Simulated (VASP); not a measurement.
Runs of VASP 6.6.1 on SnO. The structure is that of space group P4/nmm (No. 129), or close to it. The cells are those of the table. 

```tsv
cell	gap on the mesh (eV)	pressure (GPa)	largest force (eV/Å)
a = 4.198, b = 4.198, c = 4.369 Å, 4 atoms	0.90	-10.1	0.65
a = 3.951, b = 3.951, c = 4.933 Å, 4 atoms	0.29	(a)	1.25
a = 4.114, b = 4.114, c = 4.549 Å, 4 atoms	0.73	-9.5	0.76
a = 4.065, b = 4.065, c = 4.495 Å, 4 atoms	(b)	-7.4	0.42
a = 4.032, b = 4.032, c = 4.737 Å, 4 atoms	0.54	-9.0	0.95
```

Alike in all rows: task single point; level PBEsol; potentials or basis VASP PAW PBE potentials, release 64 (Sn_d, O); no spin polarisation; k mesh 12 × 12 × 10; cutoff (eV) 520; smearing gaussian 0.15 eV.

Task: Estimate the missing entries.

Result: (a) -8.5; (b) 0.64.

Caveats: the PAW data sets were made with another functional, which shifts forces and pressure a little; spin-orbit coupling is left out, which moves the levels of the heavy elements; semilocal functionals underestimate gaps, and a narrow one can read as zero (at least some runs); the stress differs along the axes, from -14 to -3 GPa (at least some runs); the cell stands under tension (at least some runs); the stress differs along the axes, from -12 to -4 GPa (at least some runs); the stress differs along the axes, from -10 to -2 GPa (at least some runs).

A k mesh can miss the band edges, and the runs leave out spin-orbit coupling on Sn.
